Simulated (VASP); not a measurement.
# Be (Cmcm) in VASP: notebook, part 2 of 2

VASP 6.6.1.

## Step 3: Single point, PBEsol (strain +0.0875 x Voigt [0, 1, 0, 0, 0, 0])

Contents of INCAR:

```
ALGO = Fast
EDIFF = 1E-6
ENCUT = 520
GGA = PS
ISIF = 2
ISMEAR = 0
LASPH = T
LCHARG = T
LELF = T
LREAL = F
LVHAR = T
LWAVE = F
NBANDS = 9
NELM = 100
PREC = Accurate
SIGMA = 0.15
```

Contents of KPOINTS:

```
k-points
0
Gamma
  24 24 14
```

Contents of POSCAR:

```
Be
1.0
    2.2995019849      0.0000000000      0.0000000000
   -1.1497509925      2.1656770093      0.0000000000
    0.0000000000      0.0000000000      3.6009000000
Be
2
Direct
    0.3333333333      0.6666666667      0.2500000000
    0.6666666667      0.3333333333      0.7500000000
```

Potentials or basis: VASP PAW PBE potentials, release 64 (Be).

Command:

```
$ cat potpaw_PBE.64/Be/POTCAR > POTCAR
$ mpirun -np 1 vasp_std > vasp.out
```

OUTCAR:

```text
EDIFF = 1E-6
   ENCUT = 520
   GGA = PS
   ISIF = 2
   ISMEAR = 0
   LASPH = T
   LREAL = F
   NELM = 100
   PREC = Accurate

 ion  position               nearest neighbor table
   1  0.333  0.667  0.250-   2 2.25   2 2.25   2 2.25   2 2.25   2 2.31   2 2.31
   2  0.667  0.333  0.750-   1 2.25   1 2.25   1 2.25   1 2.25   1 2.31   1 2.31

  LATTYP: Found a base centered orthorhombic cell.
 ALAT       =     2.2995019849
 B/A-ratio  =     1.8836052532
 C/A-ratio  =     1.5659477677

  Lattice vectors:

 A1 = (   1.1497509925,  -2.1656770093,   0.0000000000)
 A2 = (   1.1497509924,   2.1656770093,   0.0000000000)
 A3 = (   0.0000000000,   0.0000000000,   3.6009000000)

Analysis of symmetry for initial positions (statically):
=====================================================================
 Subroutine PRICEL returns:
 Original cell was already a primitive cell.

 Routine SETGRP: Setting up the symmetry group for a
 base centered orthorhombic supercell.

 Subroutine GETGRP returns: Found  8 space group operations
 (whereof  4 operations were pure point group operations)
[... 174 lines left out ...]

 k-point     1 :       0.0000    0.0000    0.0000
  band No.  band energies     occupation
      1      -4.6294      2.00000
      2       2.4219      2.00000
      3       7.5455      0.00000
      4      18.4883      0.00000
      5      20.6407      0.00000
      6      21.2876      0.00000
      7      23.5218      0.00000
      8      25.5509      0.00000
      9      30.1407      0.00000
[... 265 lines left out ...]
 k-point    24 :       0.4167    0.0417    0.0000
  band No.  band energies     occupation
      1       0.5453      2.00000
      2       4.3584      2.00000
      3       8.7892      0.00000
      4      12.3398      0.00000
      5      12.6862      0.00000
      6      13.9205      0.00000
      7      16.9041      0.00000
      8      20.7387      0.00000
      9      22.5595      0.00000

 [... further k-points ...]

------------------------ aborting loop because EDIFF is reached ----------------------------------------

  FORCE on cell =-STRESS in cart. coord.  units (eV):
  Direction    XX          YY          ZZ          XY          YZ          ZX
  --------------------------------------------------------------------------------------
  -------------------------------------------------------------------------------------
  Total       -0.6253996     -2.8136040     -0.6027618      0.0000000      0.0000000      0.0000000
  in kB      -55.8765556   -251.3824896    -53.8539799      0.0000000      0.0000000      0.0000000
  external PRESSURE =    -120.3710083 kB  Pullay stress =       0.0000000 kB

 VOLUME and BASIS-vectors are now :
 -----------------------------------------------------------------------------
  energy-cutoff  :      520.00
  volume of cell :       17.93
      direct lattice vectors                 reciprocal lattice vectors
     2.299501985  0.000000000  0.000000000     0.434876772  0.230874686  0.000000000
    -1.149750993  2.165677009  0.000000000     0.000000000  0.461749372  0.000000000
     0.000000000  0.000000000  3.600900000     0.000000000  0.000000000  0.277708351

 POSITION                                       TOTAL-FORCE (eV/Angst)
 -----------------------------------------------------------------------------------
     -0.00000      1.44378      0.90023        -0.000000      0.105576      0.000000
      1.14975      0.72189      2.70068         0.000000     -0.105576      0.000000
 -----------------------------------------------------------------------------------
    total drift:                                0.000000     -0.000000      0.000000

  FREE ENERGIE OF THE ION-ELECTRON SYSTEM (eV)
  ---------------------------------------------------
  free  energy   TOTEN  =        -7.8369698983 eV

  energy  without entropy=       -7.8355450940  energy(sigma->0) =       -7.83625750
```

OSZICAR:

```text
N       E                     dE             d eps       ncg     rms          rms(c)
DAV:   1    -0.343023843816E+01   -0.34302E+01   -0.17153E+03 22776   0.359E+02
DAV:   2    -0.780839121190E+01   -0.43782E+01   -0.42201E+01 34022   0.504E+01
DAV:   3    -0.786595307338E+01   -0.57562E-01   -0.57362E-01 26228   0.382E+00
DAV:   4    -0.786604651078E+01   -0.93437E-04   -0.93433E-04 28741   0.162E-01
DAV:   5    -0.786604656362E+01   -0.52837E-07   -0.52353E-07 25423   0.351E-03    0.117E+00
RMM:   6    -0.784612880872E+01    0.19918E-01   -0.13625E-03 23052   0.312E-01    0.706E-01
RMM:   7    -0.783696761995E+01    0.91612E-02   -0.27037E-03 23650   0.322E-01    0.205E-02
RMM:   8    -0.783697069717E+01   -0.30772E-05   -0.70937E-05 25619   0.938E-02    0.650E-03
RMM:   9    -0.783696989826E+01    0.79891E-06   -0.59817E-06 26160   0.176E-02
   1 F= -.78369699E+01 E0= -.78362575E+01  d E =-.142480E-02
```

It took 74 s on 1 thread of Intel Xeon Platinum 8488C (Sapphire Rapids), shared host; peak memory 0.27 GiB.

Results:

* Free energy: -7.8370 eV
* Pressure: -12.0 GPa
* Largest force: 0.106 eV/Å
* Band gap on the k mesh: zero (bands 2 and 3 overlap by 1.99 eV)

Forces in eV/Å, atoms in the order of the input:
```
Be   0.000  0.106  0.000
Be   0.000 -0.106  0.000
```

Caveat: the cell differs from its parent crystal (strain +0.0875 x Voigt [0, 1, 0, 0, 0, 0]); the stress differs along the axes, from -25 to -5 GPa; the PAW data sets were made with another functional, which shifts forces and pressure a little.

## Step 4: Single point, PBEsol (strain +0.1000 x Voigt [0, 1, 0, 0, 0, 0])

Contents of INCAR:

```
SYSTEM = Be
PREC = Accurate ; ENCUT = 520
EDIFF = 1E-6 ; ISMEAR = 0
SIGMA = 0.15 ; LREAL = .FALSE.
LASPH = .TRUE. ; NELM = 100
ALGO = Fast ; ISIF = 2
LWAVE = .FALSE. ; LCHARG = .TRUE.
GGA = PS ; LELF = .TRUE.
LVHAR = .TRUE. ; NBANDS = 9
```

Contents of KPOINTS:

```
regular mesh
0
G
  24 24 14
  0 0 0
```

Contents of POSCAR:

```
Be
1.0
    2.2995019849      0.0000000000      0.0000000000
   -1.1497509925      2.1905698485      0.0000000000
    0.0000000000      0.0000000000      3.6009000000
Be
2
Direct
    0.3333333333      0.6666666667      0.2500000000
    0.6666666667      0.3333333333      0.7500000000
```

Command:

```
$ cat potpaw_PBE.64/Be/POTCAR > POTCAR
$ mpirun -np 1 vasp_std > vasp.out
```

It took 84 s on 1 thread of Intel Xeon Platinum 8488C (Sapphire Rapids), shared host; peak memory 0.27 GiB.

The run converged. Its results:

| Item | Value |
| --- | --- |
| Free energy | -7.8034 eV |
| Pressure | -12.7 GPa |
| Largest force | 0.110 eV/Å |
| Band gap on the k mesh | zero (bands 2 and 3 overlap by 1.92 eV) |

Forces on the atoms (eV/Å):
```
Be   0.000  0.110  0.000
Be   0.000 -0.110  0.000
```

Stress tensor (GPa, compression positive):
```
 -5.38   0.00   0.00
  0.00 -27.05   0.00
  0.00   0.00  -5.60
```

Levels at points of the mesh, in eV from the Fermi level:
```csv
k point,band 1,band 2,band 3,band 4,band 5,band 6
"(0.00, 0.00, 0.00)",-10.63,-3.56,1.54,12.02,14.49,14.82
"(0.50, 0.00, 0.00)",-4.49,-2.88,3.86,6.45,6.47,7.14
"(0.00, 0.50, 0.00)",-5.19,-3.97,2.52,5.68,5.91,8.77
"(0.00, 0.00, 0.50)",-8.45,-8.45,11.00,11.00,13.80,13.80
"(0.50, 0.00, 0.50)",-3.09,-3.09,1.49,1.49,9.38,9.38
"(0.00, 0.50, 0.50)",-3.83,-3.83,0.15,0.15,12.28,12.28
```

Caveat: the cell differs from its parent crystal (strain +0.1000 x Voigt [0, 1, 0, 0, 0, 0]); the stress differs along the axes, from -27 to -5 GPa; the PAW data sets were made with another functional, which shifts forces and pressure a little.

## Step 5: Overview

| cell | further INCAR settings | gap on the mesh (eV) | pressure (GPa) | largest force (eV/Å) |
| --- | --- | --- | --- | --- |
| a = 2.300, b = 2.129, c = 3.601 Å, angles 90.0, 90.0, 122.7°, 2 atoms | ALGO = Fast; EDIFF = 1e-07; NBANDS = 9 | none | 8.5 | 0.30 |
| a = 2.300, b = 2.452, c = 3.601 Å, angles 90.0, 90.0, 118.0°, 2 atoms | ALGO = Fast; EDIFF = 1e-06; NBANDS = 9 | none | -12.0 | 0.11 |
| a = 2.300, b = 2.474, c = 3.601 Å, angles 90.0, 90.0, 117.7°, 2 atoms | ALGO = Fast; EDIFF = 1e-06; NBANDS = 9 | none | -12.7 | 0.11 |

Alike in all rows: task single point; level PBEsol; potentials or basis VASP PAW PBE potentials, release 64 (Be); no spin polarisation; k mesh 24 × 24 × 14; cutoff (eV) 520; smearing gaussian 0.15 eV.

Caveats: the PAW data sets were made with another functional, which shifts forces and pressure a little; the stress differs along the axes, from -5 to 33 GPa (at least some runs); the stress differs along the axes, from -25 to -5 GPa (at least some runs); the stress differs along the axes, from -27 to -5 GPa (at least some runs).

Total energies depend on the potentials used, so only differences within one code and one set of settings carry meaning.
